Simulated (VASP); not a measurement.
Set up this calculation in VASP 6.6.1, as the native input.

```
Task                   : single point
Functional             : PBE
Potentials or basis    : VASP PAW PBE potentials, release 64 (Mn_pv, O)
Cutoff                 : 520 eV
k mesh                 : 9 × 9 × 9
Occupations            : fermi-dirac, width 0.05 eV
Spin                   : collinear spin, ferromagnetic start
Starting moments       : [4.0, 0.0] μB
Dipole correction      : no
Further INCAR settings : ALGO = Normal; EDIFF = 1e-06; NBANDS = 20
```

The structure of MnO lies in POSCAR:

```
MnO
1.0
    0.0000000000      2.4365134300      2.4365134300
    2.4365134300      0.0000000000      2.4365134300
    2.4365134300      2.4365134300      0.0000000000
Mn O
1 1
Direct
    0.0000000000      0.0000000000      0.0000000000
    0.2500000000      0.2500000000      0.2500000000
```

One way to write it, as run:

INCAR

```
PREC = Accurate
ENCUT = 520
EDIFF = 1E-6
ISMEAR = -1
SIGMA = 0.05
LREAL = False
LASPH = True
NELM = 150
ALGO = Normal
ISIF = 2
LWAVE = False
LCHARG = False
ISPIN = 2
MAGMOM = 4 0
LORBIT = 11
LMAXMIX = 4
GGA = PE
NBANDS = 20
```

KPOINTS

```
regular mesh
0
Gamma
  9 9 9
```

Potentials or basis: VASP PAW PBE potentials, release 64 (Mn_pv, O).

The run is started by

```bash
$ cat potpaw_PBE.64/Mn_pv/POTCAR potpaw_PBE.64/O/POTCAR > POTCAR
$ mpirun -np 1 vasp_std > vasp.out
```

Results of the run:

```
Pressure                                              : -4.5 GPa
Band gap on the k mesh                                : zero (filled and empty bands touch)
Net moment                                            : 5.00 μB per cell
Site moments                                          : Mn +4.44; O +0.18 μB
Valence electrons inside the program's atomic spheres : Mn 11.33; O 4.97
```

Caveat: a cell with one magnetic atom can't hold antiferromagnetic order, which such compounds often take; semilocal functionals often make such compounds metallic where correlation or magnetic order opens a gap, which also shifts bond lengths.

It took 67 s on 1 thread of AMD EPYC 7R43 64-Core Processor (Zen 3), with other jobs on the host, peak memory 0.15 GiB.
